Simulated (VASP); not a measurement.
The system is ZrB2.

```
Zr B
1.0
     3.17000    0.00000    0.00000
    -1.58500    2.74530    0.00000
     0.00000    0.00000    3.53300
Zr B
1 2
Cartesian
  0.0000 0.0000 0.0000
  1.5850 0.9151 1.7665
  0.0000 1.8302 1.7665
```

```yaml
Program: VASP 6.6.1
Task: relaxation of cell and atoms
Functional: revPBE
Dispersion: D4
Potentials_or_basis: VASP PAW PBE potentials, release 64 (Zr_sv, B)
Cutoff: 600 eV
k_mesh: 10 × 10 × 8
Occupations: fermi-dirac, width 0.05 eV
Spin: no spin polarisation
```

At the start: pressure -7.3 GPa; volume 10.25 Å³/atom.

**Question.** Where does the relaxation end?

**Answer.** Over 4 steps the energy falls by 8.0 meV/atom and the volume is 9.93 Å³/atom (-3.1 %); space group P6/mmm (No. 191, to 0.05 Å).

Step by step:
```csv
step,energy change (eV),largest force (eV/Å),pressure (GPa),volume (Å³)
1,0.0000,0.0000,-7.29,30.75
2,0.0082,0.0000,9.86,28.72
3,-0.0231,0.0000,0.12,29.79
4,-0.0239,0.0000,-0.02,29.79
```

Final structure:
```cif
data_structure
_symmetry_space_group_name_H-M 'P 1'
_symmetry_Int_Tables_number 1
_cell_length_a 3.1462
_cell_length_b 3.1462
_cell_length_c 3.4749
_cell_angle_alpha 90.000
_cell_angle_beta 90.000
_cell_angle_gamma 120.000
_cell_volume 29.79
loop_
_atom_site_label
_atom_site_type_symbol
_atom_site_fract_x
_atom_site_fract_y
_atom_site_fract_z
_atom_site_occupancy
Zr1 Zr 0.00000 0.00000 0.00000 1
B1 B 0.66667 0.33333 0.50000 1
B2 B 0.33333 0.66667 0.50000 1
```

Caveat: the PAW data sets were made with another functional, which shifts forces and pressure a little; pairwise dispersion overbinds metals, which lowers pressure and volume.
